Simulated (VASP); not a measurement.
# MgO (P6_3mc) in VASP: further runs

The runs below take MgO through single point, with PBE.

All numbers are computed with VASP 6.6.1; they aren't measurements. Logs are shortened: lines on timing, memory, paths and dates and some standing lists are left out, and cuts for length are marked.

### Step 1. The cell of the first run

It takes space group P6_3mc (No. 186, hexagonal). Conventional cell: a = 3.353 Å, b = 3.353 Å, c = 4.849 Å, α = 90.00°, β = 90.00°, γ = 120.00°. Within 2.6 Å of Mg (site symmetry 3m) lie 4 O at 1.94 to 2.00 Å. O (site symmetry 3m) has 4 Mg at 1.94 to 2.00 Å within 2.6 Å.

### Step 2. Single point, PBE

Input file INCAR:

```
PREC = Accurate
ENCUT = 520
EDIFF = 1E-6
ISMEAR = 0
SIGMA = 0.05
LREAL = F
LASPH = T
NELM = 60
ALGO = Normal
ISIF = 2
LWAVE = F
LCHARG = T
GGA = PE
LELF = T
LVHAR = T
NBANDS = 16
```

Input file KPOINTS:

```
regular mesh
0
Gamma
  9 9 6
```

Input file POSCAR:

```
MgO
1.0
    3.3531047684      0.0000000000      0.0000000000
   -1.6765523842      2.9038739109      0.0000000000
    0.0000000000      0.0000000000      4.8491028539
Mg O
2 2
Direct
    0.3333333333      0.6666666667      0.0021597400
    0.6666666667      0.3333333333      0.5021597400
    0.3333333333      0.6666666667      0.4024402600
    0.6666666667      0.3333333333      0.9024402600
```

Potentials or basis: VASP PAW PBE potentials, release 64 (Mg, O).

Launch:

```console
$ cat potpaw_PBE.64/Mg/POTCAR potpaw_PBE.64/O/POTCAR > POTCAR
$ mpirun -np 1 vasp_std > vasp.out
```

OUTCAR:

```text
PREC = Accurate
   ENCUT = 520
   EDIFF = 1E-6
   ISMEAR = 0
   LREAL = F
   LASPH = T
   NELM = 60
   ISIF = 2
   GGA = PE

 ion  position               nearest neighbor table
   1  0.333  0.667  0.002-   3 1.94   4 2.00   4 2.00   4 2.00   2 3.10   2 3.10   2 3.10   2 3.10
                             2 3.10   2 3.10
   2  0.667  0.333  0.502-   4 1.94   3 2.00   3 2.00   3 2.00   1 3.10   1 3.10   1 3.10   1 3.10
                             1 3.10   1 3.10
   3  0.333  0.667  0.402-   1 1.94   2 2.00   2 2.00   2 2.00
   4  0.667  0.333  0.902-   2 1.94   1 2.00   1 2.00   1 2.00

  LATTYP: Found a hexagonal cell.
 ALAT       =     3.3531047684
 C/A-ratio  =     1.4461530995

  Lattice vectors:

 A1 = (   3.3531047684,   0.0000000000,   0.0000000000)
 A2 = (  -1.6765523842,   2.9038739109,   0.0000000000)
 A3 = (   0.0000000000,   0.0000000000,   4.8491028539)

Analysis of symmetry for initial positions (statically):
=====================================================================
 Subroutine PRICEL returns:
 Original cell was already a primitive cell.

 Routine SETGRP: Setting up the symmetry group for a
 hexagonal supercell.

 Subroutine GETGRP returns: Found 12 space group operations
 (whereof  6 operations were pure point group operations)
 out of a pool of 24 trial point group operations.

The static configuration has the point symmetry C_3v.
 The point group associated with its full space group is C_6v.

Analysis of symmetry for dynamics (positions and initial velocities):
=====================================================================
 Subroutine PRICEL returns:
 Original cell was already a primitive cell.

 Routine SETGRP: Setting up the symmetry group for a
 hexagonal supercell.

 Subroutine GETGRP returns: Found 12 space group operations
 (whereof  6 operations were pure point group operations)
 out of a pool of 24 trial point group operations.

The dynamic configuration has the point symmetry C_3v.
 The point group associated with its full space group is C_6v.

 Subroutine INISYM returns: Found 12 space group operations
 (whereof  6 operations are pure point group operations),
 and found     1 'primitive' translations

----------------------------------------------------------------------------------------

                                     Primitive cell

[... 95 lines left out ...]
   LREAL  =      F    real-space projection
   EDIFFG = 0.1E-04   stopping-criterion for IOM
   NSW    =      0    number of steps for IOM
   IBRION =     -1    ionic relax: 0-MD 1-quasi-New 2-CG
   NFREE  =      0    steps in history (QN), initial steepest desc. (CG)
   ISIF   =      2    stress and relaxation
   ISYM   =      2    0-nonsym 1-usesym 2-fastsym
   POTIM  = 0.5000    time-step for ionic-motion
   TEBEG  =    0.0;   TEEND  =   0.0 temperature during run
   PSTRESS=    0.0 pullay stress
   NELECT =      16.0000    total number of electrons
   NUPDOWN=      -1.0000    fix difference up-down
   EMIN   =  10.00;   EMAX   =-10.00  energy-range for DOS
   EFERMI =   0.00;   METHOD = LEGACY
   ISMEAR =     0;   SIGMA  =   0.05  broadening in eV -4-tet -1-fermi 0-gaus
   EFERMI_NEDOS =   21; number of points for ismear=-14 and -15
   IALGO  =     38    algorithm
   IMIX   =      4    mixing-type and parameters
     AMIX     =   0.40;   BMIX     =  1.00
     AMIX_MAG =   1.60;   BMIX_MAG =  1.00
  volume/ion in A,a.u.               =      11.80        79.66
  Fermi-wavevector in a.u.,A,eV,Ry     =   1.141351  2.156842 17.724080  1.302683
  Thomas-Fermi vector in A             =   2.278052
   LORBIT       =      0    0 simple, 1 ext, 2 COOP (PROOUT), +10 PAW based schemes
   GGA     = PE    functional components
   LHFCALC =     F    Hartree Fock is set to
   AEXX    =    0.0000 exact exchange contribution
   IVDW    =     0    specifies the selected vdW correction
   LEPSILON=     F    determine dielectric tensor
   LRPA    =     F    only Hartree local field effects (RPA)
 non-spin polarized calculation
 Gauss-broadening in eV      SIGMA  =   0.05
  energy-cutoff  :      520.00
  volume of cell :       47.22
 maximum number of plane-waves:      1296
 NGX is ok and might be reduce to    28
   NGX = 13   NGY = 13   NGZ = 19

 number of electron      15.9999996 magnetization

 Free energy of the ion-electron system (eV)
  ---------------------------------------------------
  ext. energy  EPLUGINS =         0.00000000
  ---------------------------------------------------
  free energy    TOTEN  =       -23.48520320 eV

  energy without entropy =      -23.48520320  energy(sigma->0) =      -23.48520320

 E-fermi :   1.4806     XC(G=0):  -9.7435

 val. band max:        1.2152146696   @ k =   0.0000   0.0000   0.0000
 cond. band min:       4.6171293999   @ k =   0.0000   0.0000   0.0000
 fundamental gap:      3.4019147304
 Fermi energy:         1.4806062089

 k-point     1 :       0.0000    0.0000    0.0000
  band No.  band energies     occupation
      1     -15.1153      2.00000
      2     -14.2358      2.00000
      3      -2.0560      2.00000
      4       0.3010      2.00000
      5       0.3010      2.00000
      6       0.7090      2.00000
[... 433 lines left out ...]
      3      -1.5671      2.00000
      4      -1.0768      2.00000
      5      -1.0768      2.00000
      6      -0.1589      2.00000
[... 8 lines left out ...]
     15      14.6708      0.00000
     16      18.1800      0.00000

 [... further k-points ...]

------------------------ aborting loop because EDIFF is reached ----------------------------------------

  FORCE on cell =-STRESS in cart. coord.  units (eV):
  Direction    XX          YY          ZZ          XY          YZ          ZX
  --------------------------------------------------------------------------------------
  -------------------------------------------------------------------------------------
  Total       -0.0368585     -0.0368585      2.4826242      0.0000000      0.0000000     -0.0000000
  in kB       -1.2507244     -1.2507244     84.2432836      0.0000000      0.0000000     -0.0000000
  external PRESSURE =      27.2472783 kB  Pullay stress =       0.0000000 kB

 VOLUME and BASIS-vectors are now :
 -----------------------------------------------------------------------------
  energy-cutoff  :      520.00
  volume of cell :       47.22
      direct lattice vectors                 reciprocal lattice vectors
     3.353104768  0.000000000  0.000000000     0.298231063  0.172183785  0.000000000
    -1.676552384  2.903873911  0.000000000     0.000000000  0.344367569  0.000000000
     0.000000000  0.000000000  4.849102854     0.000000000  0.000000000  0.206223714

 POSITION                                       TOTAL-FORCE (eV/Angst)
 -----------------------------------------------------------------------------------
     -0.00000      1.93592      0.01047        -0.000000      0.000000     -0.476912
      1.67655      0.96796      2.43502         0.000000     -0.000000     -0.476912
     -0.00000      1.93592      1.95147        -0.000000      0.000000      0.476912
      1.67655      0.96796      4.37603         0.000000      0.000000      0.476912
 -----------------------------------------------------------------------------------
    total drift:                               -0.000000      0.000000     -0.000250

  FREE ENERGIE OF THE ION-ELECTRON SYSTEM (eV)
  ---------------------------------------------------
  free  energy   TOTEN  =       -23.4852032022 eV

  energy  without entropy=      -23.4852032022  energy(sigma->0) =      -23.48520320
```

OSZICAR:

```text
N       E                     dE             d eps       ncg     rms          rms(c)
DAV:   1     0.626029012833E+02    0.62603E+02   -0.74544E+03  1536   0.878E+02
DAV:   2    -0.234916217028E+02   -0.86095E+02   -0.79170E+02  2160   0.198E+02
DAV:   3    -0.277322976052E+02   -0.42407E+01   -0.42299E+01  1696   0.451E+01
DAV:   4    -0.277503521474E+02   -0.18055E-01   -0.18054E-01  1888   0.347E+00
DAV:   5    -0.277504421319E+02   -0.89985E-04   -0.89985E-04  1752   0.233E-01    0.117E+01
DAV:   6    -0.235432099108E+02    0.42072E+01   -0.12092E+01  1536   0.261E+01    0.385E+00
DAV:   7    -0.234934914058E+02    0.49719E-01   -0.16656E-01  1536   0.327E+00    0.220E+00
DAV:   8    -0.234868857687E+02    0.66056E-02   -0.98333E-02  1616   0.339E+00    0.508E-01
DAV:   9    -0.234843455535E+02    0.25402E-02   -0.39346E-03  1904   0.574E-01    0.154E-01
DAV:  10    -0.234851786665E+02   -0.83311E-03   -0.13636E-03  1568   0.241E-01    0.327E-02
DAV:  11    -0.234851998721E+02   -0.21206E-04   -0.18532E-05  1816   0.348E-02    0.193E-02
DAV:  12    -0.234852031108E+02   -0.32387E-05   -0.73425E-06  1560   0.236E-02    0.695E-03
DAV:  13    -0.234852032022E+02   -0.91411E-07   -0.14754E-06  1416   0.110E-02
   1 F= -.23485203E+02 E0= -.23485203E+02  d E =-.337584E-16
```

Run time: 31 s. Hardware: 1 thread of Intel Xeon Platinum 8259CL at 2.50GHz (Skylake/Cascade Lake), shared host; peak memory 0.19 GiB.

What came out:

```yaml
Free_energy: -23.4852 eV
Pressure: 2.7 GPa
Largest_force: 0.477 eV/Å
Band_gap_on_the_k_mesh: 3.40 eV, direct
```

Forces in eV/Å, atoms in the order of the input:
```
Mg   0.000  0.000 -0.477
Mg   0.000  0.000 -0.477
O    0.000  0.000  0.477
O    0.000  0.000  0.477
```

(Continued in part 2 of 2.)
